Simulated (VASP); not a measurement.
Wanted: the native input for a VASP 6.6.1 run.

```yaml
Task: relaxation of cell and atoms
Functional: PBE
Potentials_or_basis: VASP PAW PBE potentials, release 64 (Rh_pv)
Cutoff: 600 eV
k_mesh: 6 × 6 × 6
Occupations: gaussian, width 0.1 eV
Spin: no spin polarisation
Dipole_correction: no
Further_INCAR_settings: ALGO = Normal; EDIFF = 1e-06; IBRION = 2; EDIFFG = -0.04; NSW = 90; ISIF = 3
```

The structure of Rh lies in POSCAR:

```
Rh
1.0
    1.6491597053      0.9521427998      3.0581689506
   -1.6491597053      0.9521427998      3.0581689506
    0.0000000000     -1.9042855996      3.0581689506
Rh
2
Direct
    0.2275400000      0.2275400000      0.2275400000
    0.7724600000      0.7724600000      0.7724600000
```

One way to write it, as run:

INCAR

```
  PREC = Accurate
  ENCUT = 600
  EDIFF = 1E-6
  ISMEAR = 0
  SIGMA = 0.1
  LREAL = F
  LASPH = T
  NELM = 100
  ALGO = Normal
  ISIF = 3
  LWAVE = F
  LCHARG = F
  GGA = PE
  IBRION = 2
  NSW = 90
  EDIFFG = -0.04
```

KPOINTS

```
regular mesh
0
Gamma
  6 6 6
```

Potentials or basis: VASP PAW PBE potentials, release 64 (Rh_pv).

The run is started by

```console
$ cat potpaw_PBE.64/Rh_pv/POTCAR > POTCAR
$ mpirun -np 1 vasp_std > vasp.out
```

It gave:

```yaml
Relaxed_volume: 16.28 Å³/atom
Relaxed_cell: a = 3.635 Å, b = 3.635 Å, c = 3.635 Å, α = 58.18°, β = 58.18°, γ = 58.18°
Space_group_after_relaxing_to_0.1_Å: R-3m (No. 166)
Pressure_after_relaxing: 0.2 GPa
Largest_force_after_relaxing: 0.028 eV/Å
Band_gap_on_the_k_mesh: zero (bands 15 and 16 overlap by 2.26 eV)
```

Caveat: the k points lie up to 0.36 Å⁻¹ apart in the final cell, too coarse for converged energies and pressures of a metal.

It took 9.9 min on 1 thread of Intel Xeon 8259CL (shared host), peak memory 0.18 GiB.
